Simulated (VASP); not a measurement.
# Pt (P6_3/mmc) in VASP: further runs

The runs below take Pt through single point, with PBE.

Program: VASP 6.6.1. These are calculated values, not measurements. Logs are shortened: lines on timing, memory, paths and dates and some standing lists are left out, and cuts for length are marked.

### Step 1. The cell of the first run

The structure is hexagonal, space group P6_3/mmc (No. 194). Conventional cell: a = 2.759 Å, b = 2.759 Å, c = 4.901 Å, α = 90.00°, β = 90.00°, γ = 120.00°. Within 3.6 Å of Pt (site symmetry -6m2) lie 12 Pt at 2.76 to 2.92 Å.

### Step 2. Single point, PBE

INCAR

```
SYSTEM = Pt
PREC = Accurate
ENCUT = 520
EDIFF = 1E-6
ISMEAR = 0
SIGMA = 0.15
LREAL = .FALSE.
LASPH = .TRUE.
NELM = 80
ALGO = Normal
ISIF = 2
LWAVE = .FALSE.
LCHARG = .TRUE.
GGA = PE
LELF = .TRUE.
LVHAR = .TRUE.
NBANDS = 17
```

KPOINTS

```
regular mesh
0
G
  18 18 10
  0 0 0
```

POSCAR

```
Pt
1.0
    2.7585396147      0.0000000000      0.0000000000
   -1.3792698074      2.3889653837      0.0000000000
    0.0000000000      0.0000000000      4.9009000000
Pt
2
Direct
    0.6666666667      0.3333333333      0.7500000000
    0.3333333333      0.6666666667      0.2500000000
```

Potentials or basis: VASP PAW PBE potentials, release 64 (Pt).

Run with:

```
$ cat potpaw_PBE.64/Pt/POTCAR > POTCAR
$ mpirun -np 1 vasp_std > vasp.out
```

OUTCAR:

```text
SYSTEM = Pt
   PREC = Accurate
   ENCUT = 520
   EDIFF = 1E-6
   ISMEAR = 0
   LREAL = .FALSE.
   LASPH = .TRUE.
   NELM = 80
   ISIF = 2
   GGA = PE

 ion  position               nearest neighbor table
   1  0.667  0.333  0.750-   2 2.92   2 2.92   2 2.92   2 2.92   2 2.92   2 2.92
   2  0.333  0.667  0.250-   1 2.92   1 2.92   1 2.92   1 2.92   1 2.92   1 2.92

  LATTYP: Found a hexagonal cell.
 ALAT       =     2.7585396147
 C/A-ratio  =     1.7766284645

  Lattice vectors:

 A1 = (   2.7585396147,   0.0000000000,   0.0000000000)
 A2 = (  -1.3792698074,   2.3889653837,   0.0000000000)
 A3 = (   0.0000000000,   0.0000000000,   4.9009000000)

Analysis of symmetry for initial positions (statically):
=====================================================================
 Subroutine PRICEL returns:
 Original cell was already a primitive cell.

 Routine SETGRP: Setting up the symmetry group for a
 hexagonal supercell.

 Subroutine GETGRP returns: Found 24 space group operations
 (whereof 12 operations were pure point group operations)
 out of a pool of 24 trial point group operations.

The static configuration has the point symmetry D_3d.
 The point group associated with its full space group is D_6h.

Analysis of symmetry for dynamics (positions and initial velocities):
=====================================================================
 Subroutine PRICEL returns:
 Original cell was already a primitive cell.

 Routine SETGRP: Setting up the symmetry group for a
 hexagonal supercell.

 Subroutine GETGRP returns: Found 24 space group operations
 (whereof 12 operations were pure point group operations)
 out of a pool of 24 trial point group operations.

The dynamic configuration has the point symmetry D_3d.
 The point group associated with its full space group is D_6h.

 Subroutine INISYM returns: Found 24 space group operations
 (whereof 12 operations are pure point group operations),
 and found     1 'primitive' translations

----------------------------------------------------------------------------------------

                                     Primitive cell

  volume of cell :      32.2972

  direct lattice vectors                    reciprocal lattice vectors
     2.758539615  0.000000000  0.000000000     0.362510654  0.209295624  0.000000000
    -1.379269807  2.388965384  0.000000000     0.000000000  0.418591247  0.000000000
     0.000000000  0.000000000  4.900900000     0.000000000  0.000000000  0.204044155

  length of vectors
     2.758539615  2.758539615  4.900900000     0.418591247  0.418591247  0.204044155

[... 75 lines left out ...]
   LNONCOLLINEAR =      F non collinear calculations
   LSORBIT =      F    spin-orbit coupling
   LASPH  =      T    aspherical Exc in radial PAW
   ENCUT  =  520.0 eV  38.22 Ry    6.18 a.u.   5.13  5.13  9.11*2*pi/ulx,y,z
   NELM   =     80;   NELMIN=  2; NELMDL= -5     # of ELM steps
   EDIFF  = 0.1E-05   stopping-criterion for ELM
   LREAL  =      F    real-space projection
   EDIFFG = 0.1E-04   stopping-criterion for IOM
   NSW    =      0    number of steps for IOM
   IBRION =     -1    ionic relax: 0-MD 1-quasi-New 2-CG
   NFREE  =      0    steps in history (QN), initial steepest desc. (CG)
   ISIF   =      2    stress and relaxation
   ISYM   =      2    0-nonsym 1-usesym 2-fastsym
   POTIM  = 0.5000    time-step for ionic-motion
   TEBEG  =    0.0;   TEEND  =   0.0 temperature during run
   PSTRESS=    0.0 pullay stress
   NELECT =      20.0000    total number of electrons
   NUPDOWN=      -1.0000    fix difference up-down
   EMIN   =  10.00;   EMAX   =-10.00  energy-range for DOS
   EFERMI =   0.00;   METHOD = LEGACY
   ISMEAR =     0;   SIGMA  =   0.15  broadening in eV -4-tet -1-fermi 0-gaus
   EFERMI_NEDOS =   21; number of points for ismear=-14 and -15
   IALGO  =     38    algorithm
   IMIX   =      4    mixing-type and parameters
     AMIX     =   0.40;   BMIX     =  1.00
     AMIX_MAG =   1.60;   BMIX_MAG =  1.00
  volume/ion in A,a.u.               =      16.15       108.98
  Fermi-wavevector in a.u.,A,eV,Ry     =   1.395393  2.636910 26.492196  1.947121
  Thomas-Fermi vector in A             =   2.518849
   LORBIT       =      0    0 simple, 1 ext, 2 COOP (PROOUT), +10 PAW based schemes
   GGA     = PE    functional components
   LHFCALC =     F    Hartree Fock is set to
   AEXX    =    0.0000 exact exchange contribution
   IVDW    =     0    specifies the selected vdW correction
   LEPSILON=     F    determine dielectric tensor
   LRPA    =     F    only Hartree local field effects (RPA)
 non-spin polarized calculation
 Gauss-broadening in eV      SIGMA  =   0.15
  energy-cutoff  :      520.00
  volume of cell :       32.30
 maximum number of plane-waves:       894
 NGX is ok and might be reduce to    24
   NGX = 11   NGY = 11   NGZ = 19

 number of electron      19.9999999 magnetization

 Free energy of the ion-electron system (eV)
  ---------------------------------------------------
  ext. energy  EPLUGINS =         0.00000000
  ---------------------------------------------------
  free energy    TOTEN  =       -12.08012149 eV

  energy without entropy =      -12.04009624  energy(sigma->0) =      -12.06010887

 E-fermi :   9.9611     XC(G=0): -13.0736

 val. band max:        9.9580872093   @ k =   0.3333   0.1111   0.1000
 cond. band min:       9.9624497152   @ k =   0.4444   0.0556   0.4000
 fundamental gap:      0.0043625059
 Fermi energy:         9.9611042167

 k-point     1 :       0.0000    0.0000    0.0000
  band No.  band energies     occupation
      1       0.5191      2.00000
      2       3.0419      2.00000
      3       6.0313      2.00000
      4       6.6567      2.00000
      5       6.6567      2.00000
      6       6.9723      2.00000
[... 457 lines left out ...]
      4       6.6524      2.00000
      5       6.8848      2.00000
      6       7.0200      2.00000
[... 9 lines left out ...]
     16      22.1802      0.00000
     17      23.6196      0.00000

 [... further k-points ...]
[... 5 lines left out ...]
  --------------------------------------------------------------------------------------
  -------------------------------------------------------------------------------------
  Total       -0.7929472     -0.7929472     -1.6267479      0.0000000     -0.0000000      0.0000000
  in kB      -39.3359756    -39.3359756    -80.6985864      0.0000000     -0.0000000      0.0000000
  external PRESSURE =     -53.1235125 kB  Pullay stress =       0.0000000 kB

 VOLUME and BASIS-vectors are now :
 -----------------------------------------------------------------------------
  energy-cutoff  :      520.00
  volume of cell :       32.30
      direct lattice vectors                 reciprocal lattice vectors
     2.758539615  0.000000000  0.000000000     0.362510654  0.209295624  0.000000000
    -1.379269807  2.388965384  0.000000000     0.000000000  0.418591247  0.000000000
     0.000000000  0.000000000  4.900900000     0.000000000  0.000000000  0.204044155

 POSITION                                       TOTAL-FORCE (eV/Angst)
 -----------------------------------------------------------------------------------
      1.37927      0.79632      3.67568        -0.000000      0.000000      0.000000
     -0.00000      1.59264      1.22523         0.000000     -0.000000      0.000000
 -----------------------------------------------------------------------------------
    total drift:                               -0.000000      0.000000     -0.000000

  FREE ENERGIE OF THE ION-ELECTRON SYSTEM (eV)
  ---------------------------------------------------
  free  energy   TOTEN  =       -12.0801214925 eV

  energy  without entropy=      -12.0400962385  energy(sigma->0) =      -12.06010887
```

stdout:

```text
POSCAR found type information on POSCAR Pt
 POSCAR found :  1 types and       2 ions
 scaLAPACK will be used
 LDA part: xc-table for (Slater+PW92), standard interpolation
 POSCAR, INCAR and KPOINTS ok, starting setup
 FFT: planning ... GRIDC
 FFT: planning ... GRID_SOFT
 FFT: planning ... GRID
 WAVECAR not read
 entering main loop
```

Run time: 49 s. Hardware: 1 thread of Intel Xeon Platinum 8488C (Sapphire Rapids), shared host; peak memory 0.23 GiB.

Results:

```
Free energy            : -12.0801 eV
Pressure               : -5.3 GPa
Band gap on the k mesh : zero (band 10 reaches 10.51 eV, above the bottom of band 11 at 9.24 eV)
```

Caveat: spin-orbit coupling is left out, which moves the levels of the heavy elements.

### Step 3. Single point, PBE

This run uses another cell than the first one, of 16.24 Å³/atom, 1.006 times its volume.

INCAR

```
ALGO = Fast
EDIFF = 1E-6
ENCUT = 520
GGA = PE
ISIF = 2
ISMEAR = 0
LASPH = T
LCHARG = F
LREAL = F
LWAVE = F
NBANDS = 17
NELM = 60
PREC = Accurate
SIGMA = 0.15
```

KPOINTS

```
k-points
0
Gamma
  18 18 10
```

POSCAR

```
Pt
1.0
    2.8551000000      0.0000000000      0.0000000000
   -1.4275500000      2.4725891303      0.0000000000
    0.0000000000      0.0000000000      4.6021000000
Pt
2
Direct
    0.6666666667      0.3333333333      0.7500000000
    0.3333333333      0.6666666667      0.2500000000
```

Potentials or basis: VASP PAW PBE potentials, release 64 (Pt).

Run with:

```
$ cat potpaw_PBE.64/Pt/POTCAR > POTCAR
$ mpirun -np 1 vasp_std > vasp.out
```

It took 84 s on 1 thread of Intel Xeon Platinum 8488C (Sapphire Rapids), shared host; peak memory 0.23 GiB.

Results (log left out):

```
Free energy            : -12.0319 eV
Pressure               : -7.2 GPa
Band gap on the k mesh : zero (band 10 reaches 10.16 eV, above the bottom of band 11 at 9.06 eV)
```

Stress tensor (GPa, compression positive):
```
-9.75  0.00  0.00
 0.00 -9.75  0.00
 0.00  0.00 -1.99
```

Levels at points of the mesh, in eV from the Fermi level:
```
           k point  band 6  band 7  band 8  band 9  band 10  band 11  band 12  band 13  band 14  band 15
(0.00, 0.00, 0.00)   -2.76   -2.76   -2.21   -2.21    -0.27    -0.27    -0.06     5.42    14.77    16.80
(0.50, 0.00, 0.00)   -2.73   -2.55   -0.05    0.19     0.24     2.03     3.30     7.46     9.20     9.56
(0.00, 0.00, 0.50)   -3.33   -3.33   -3.33   -0.83    -0.83    -0.83    -0.83    13.22    13.22    15.30
(0.50, 0.00, 0.50)   -1.98   -0.82   -0.82    0.13     0.13     1.67     1.67     6.00     6.00    14.97
```

Caveat: spin-orbit coupling is left out, which moves the levels of the heavy elements.
